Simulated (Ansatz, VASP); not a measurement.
NaCaI3: VASP beside Ansatz

```
Na Ca I
1.0
     6.06464    0.00000    0.00000
     0.00000    6.06464    0.00000
     0.00000    0.00000    6.06464
Na Ca I
1 1 3
Direct
  0.00000 0.00000 0.00000
  0.50000 0.50000 0.50000
  0.50000 0.50000 0.00000
  0.50000 0.00000 0.50000
  0.00000 0.50000 0.50000
```

Change from the starting cell: hydrostatic strain -1.0%.

Alike in both runs: task single point; functional PBE; k mesh 4 × 4 × 4; occupations fermi-dirac, width 0.02 eV; no spin polarisation.

|  | VASP | Ansatz |
| --- | --- | --- |
| version | VASP 6.6.1 | Ansatz 0.2.0 |
| potentials or method | VASP PAW PBE potentials, release 64 (Na_pv, Ca_sv, I) | plane waves, PAW |
| plane-wave cutoff (eV) | 520 | 420 |
| valence electrons in the cell | 38 | 70 |

```csv
,VASP,Ansatz,Ansatz less VASP
gap on the k mesh at the Fermi level (eV),2.39,2.39,+0.002
pressure (GPa),0.7,0.7,-0.04
```

VASP's potentials hold 38 valence electrons a cell and Ansatz's 70, so a difference there can come from the potentials and not from the codes.

Neither program's run includes spin-orbit coupling.
